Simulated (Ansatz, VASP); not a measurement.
Sn: VASP beside Ansatz

```
Sn
1.0
    -1.72654    1.77555    2.33834
     1.72654   -1.77555    2.33834
     1.72654    1.77555   -2.33834
Sn
1
Direct
  0.00000 0.00000 0.00000
```

Alike in both runs: functional RPBE; dispersion D3(BJ); k mesh 11 × 11 × 11; occupations methfessel-paxton of order 1, width 0.01 eV; collinear spin.

|  | VASP | Ansatz |
| --- | --- | --- |
| version | VASP 6.6.1 | Ansatz 0.2.0 |
| potentials or method | VASP PAW PBE potentials, release 64 (Sn_d), cutoff 520 eV | all-electron LAPW, scalar-relativistic |
| task | single point | band structure |

Ansatz gave:

```
gap on the k mesh at the Fermi level (eV)                     : none
pressure (GPa)                                                : -17.0
traceless stress, the component that is largest in VASP (GPa) : -1.15
net moment per atom (μB)                                      : 0.00
```

Problem. Which values does VASP return?

Solution. gap on the k mesh at the Fermi level (eV): none; pressure (GPa): -17.1; traceless stress, the component that is largest in VASP (GPa): -1.15; net moment per atom (μB): 0.00.

VASP's potentials were made for PBE, not for RPBE. A gap of «none» marks a metal or a gap that the smearing closes. Ansatz ran all-electron here, and VASP with PAW potentials.
